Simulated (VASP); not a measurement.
A run of VASP 6.6.1:

File POSCAR:

```
ZnO
1.0
    3.2190194793      0.0000000000      0.0000000000
   -1.6095097397      2.7877526444      0.0000000000
    0.0000000000      0.0000000000      5.2377469366
Zn O
2 2
Direct
    0.3333333333      0.6666666667      0.5009965964
    0.6666666667      0.3333333333      0.0009965964
    0.6666666667      0.3333333333      0.3780134036
    0.3333333333      0.6666666667      0.8780134036
```

Contents of INCAR.step1:

```
PREC = Accurate
ENCUT = 1480
ISMEAR = 0
SIGMA = 0.01
LREAL = False
LASPH = True
NELM = 120
NBANDS = 26
GGA = PE
ALGO = Normal
EDIFF = 1E-5
LWAVE = True
LCHARG = False
GGA_COMPAT = False
```

The input INCAR.step2:

```
PREC = Accurate
ENCUT = 1480
EDIFF = 1E-6
ISMEAR = 0
SIGMA = 0.01
LREAL = False
LASPH = True
NELM = 120
ALGO = Normal
ISIF = 2
LWAVE = False
LCHARG = False
METAGGA = R2SCAN
LMIXTAU = True
NBANDS = 26
ISTART = 1
GGA_COMPAT = False
```

The input KPOINTS:

```
Automatic mesh
0
Gamma
  8 8 4
```

Potentials or basis: VASP PAW PBE potentials, release 64 (Zn, O_h).

The run is started by

```console
$ cat potpaw_PBE.64/Zn/POTCAR potpaw_PBE.64/O_h/POTCAR > POTCAR
$ cp INCAR.step1 INCAR
$ mpirun -np 1 vasp_std > vasp.out
$ cp INCAR.step2 INCAR
$ mpirun -np 1 vasp_std > vasp.out
```

Hardware: 1 thread of AMD EPYC 7R13 Processor (Zen 3) (shared host).

Task: Estimate the wall time of this run.

Result: Wall time 11 min on 1 thread of AMD EPYC 7R13 Processor (Zen 3), with other jobs on the host, peak memory 0.42 GiB. Counts: k points 30.
